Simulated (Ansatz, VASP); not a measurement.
One calculation of Mg6O5, two programs

File INCAR:

```
PREC     = Accurate       # precision mode
ENCUT    = 520            # plane-wave cutoff, eV
EDIFF    = 1E-7           # SCF threshold, eV
ISMEAR   = 0              # smearing method
SIGMA    = 0.05           # smearing width, eV
LREAL    = F              # projectors in reciprocal space
LASPH    = T              # aspherical terms in the spheres
NELM     = 80             # most SCF steps
ALGO     = Normal         # electronic algorithm
ISIF     = 2              # what is computed and relaxed
LWAVE    = F              # write WAVECAR
LCHARG   = T              # write CHGCAR
GGA      = PS             # functional
LELF     = T              # ELF
LVHAR    = T            
NBANDS   = 32             # bands
```

File KPOINTS:

```
Automatic mesh
0
Gamma
  4 4 4
```

The input POSCAR:

```
Mg6O5
1.0
    5.5908553621      0.0000000000      0.0000000000
    0.0000000000      5.5908553621      0.0000000000
    0.0000000000      0.0000000000      5.5908553621
Mg O
6 5
Direct
    0.2500000000      0.0000000000      0.5000000000
    0.0000000000      0.5000000000      0.2500000000
    0.5000000000      0.7500000000      0.0000000000
    0.7500000000      0.0000000000      0.5000000000
    0.0000000000      0.5000000000      0.7500000000
    0.5000000000      0.2500000000      0.0000000000
    0.5000000000      0.0000000000      0.2500000000
    0.0000000000      0.7500000000      0.5000000000
    1.0000000000      0.4060966586      0.0000000000
    0.5000000000      0.0000000000      0.7500000000
    0.0000000000      0.2500000000      0.5000000000
```

Input for Ansatz:

```yaml
crystal:
  lattice:
    - [5.5908553621, 0.0, 0.0]
    - [0.0, 5.5908553621, 0.0]
    - [0.0, 0.0, 5.5908553621]
  atoms:
    - { symbol: Mg, position: [0.25, 0.0, 0.5] }
    - { symbol: Mg, position: [0.0, 0.5, 0.25] }
    - { symbol: Mg, position: [0.5, 0.75, 0.0] }
    - { symbol: Mg, position: [0.75, 0.0, 0.5] }
    - { symbol: Mg, position: [0.0, 0.5, 0.75] }
    - { symbol: Mg, position: [0.5, 0.25, 0.0] }
    - { symbol: O, position: [0.5, 0.0, 0.25] }
    - { symbol: O, position: [0.0, 0.75, 0.5] }
    - { symbol: O, position: [1.0, 0.4060966586, 0.0] }
    - { symbol: O, position: [0.5, 0.0, 0.75] }
    - { symbol: O, position: [0.0, 0.25, 0.5] }
basis:
  ecutwfc: 420
kpoints:
  mp_grid: { grid: [4, 4, 4] }
hamiltonian:
  xc: pbesol
  pseudopotentials: { kind: paw, azcp: { folder: soft_1 } }
scf:
  occupations: { method: gaussian, width: 0.05 }
output:
  forces: true
  stress: true
  eigenvalues: true
  write_density: true
  write_potential: true
  elf: true
  volumetric_format: npy
```

Change from the starting cell: O vacancy; atom 9 moved 0.500 of the way to it and -0.525 Å across, host rigid.

Alike in both runs: task single point; functional PBEsol; k mesh 4 × 4 × 4; occupations gaussian, width 0.05 eV; no spin polarisation.

|  | VASP | Ansatz |
| --- | --- | --- |
| version | VASP 6.6.1 | Ansatz 0.2.0 |
| potentials or method | VASP PAW PBE potentials, release 64 (Mg, O), cutoff 520 eV | scalar-relativistic, plane waves, PAW |
| valence electrons in the cell | 42 | 90 |

|  | VASP | Ansatz | Ansatz less VASP |
| --- | --- | --- | --- |
| gap on the k mesh at the Fermi level (eV) | 0.30 | 0.30 | -0.006 |
| least direct gap on the mesh (eV) | 0.77 | 0.77 | +0.006 |
| pressure (GPa) | 14.7 | 13.9 | -0.79 |
| traceless stress, the component that is largest in VASP (GPa) | 23.99 | 22.48 | -1.514 |
| rms of the force components (eV/Å) | 4.151 | 3.891 | -0.2597 |

VASP's potentials were made for PBE, not for PBEsol, and Ansatz warns of the same on its side. Atom by atom the forces differ by 0.260 eV/Å (rms over components). The functional is the same, so the differences come from potentials, cutoffs and numerics. VASP's potentials hold 42 valence electrons a cell and Ansatz's 90, so a difference there can come from the potentials and not from the codes.
